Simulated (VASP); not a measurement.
The system is Sn.

```
Sn
1.0
    -2.92041    2.92041    1.58857
     2.92041   -2.92041    1.58857
     2.92041    2.92041   -1.58857
Sn
2
Direct
  0.00000 0.00000 0.00000
  0.75000 0.25000 0.50000
```

Base run:

- Program: VASP 6.6.1
- Functional: PBE
- Potentials or basis: VASP PAW PBE potentials, release 64 (Sn_d)
- Cutoff: 520 eV
- k mesh: 9 × 9 × 9
- Occupations: fermi-dirac, width 0.05 eV
- Spin: no spin polarisation

Its results: band gap on the k mesh zero (bands 14 and 15 overlap by 4.06 eV); pressure 2.5 GPa.

Task: The run is repeated on the same cell with these changes: functional from PBE to LDA; potentials or basis from VASP PAW PBE potentials, release 64 (Sn_d) to VASP PAW LDA potentials, release 64 (Sn_d). What comes out?

Result: Band gap on the k mesh zero (bands 14 and 15 overlap by 4.03 eV); pressure -1.9 GPa.

Caveats: spin-orbit coupling is left out, which moves the levels of the heavy elements.
